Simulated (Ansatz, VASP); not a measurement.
PbF2: VASP beside Ansatz

```
Pb F
1.0
     0.00000    2.98116    2.98116
     2.98116    0.00000    2.98116
     2.98116    2.98116    0.00000
Pb F
1 2
Direct
  0.00000 0.00000 0.00000
  0.25000 0.25000 0.25000
  0.75000 0.75000 0.75000
```

Alike in both runs: functional PBE; dispersion D3(BJ); k mesh 8 × 8 × 8; no spin polarisation.

Ansatz relaxed the structure, and its values are those at the end. VASP's run is a single point on that final structure, the one shown.

```csv
,VASP,Ansatz
version,VASP 6.6.1,Ansatz 0.2.0
potentials or method,"VASP PAW PBE potentials, release 64 (Pb_d, F), cutoff 520 eV","scalar-relativistic, plane waves, PAW"
occupations,"gaussian, width 0.01 eV",fixed
valence electrons in the cell,28,28
```

```tsv
	VASP	Ansatz	Ansatz less VASP
gap on the k mesh at the Fermi level (eV)	4.42	4.42	+0.004
least direct gap on the mesh (eV)	4.56	4.57	+0.002
pressure (GPa)	-0.2	0.0	+0.20
```

Ansatz's warnings: relaxed geometry near dispersion switch.

Neither program's run includes spin-orbit coupling.
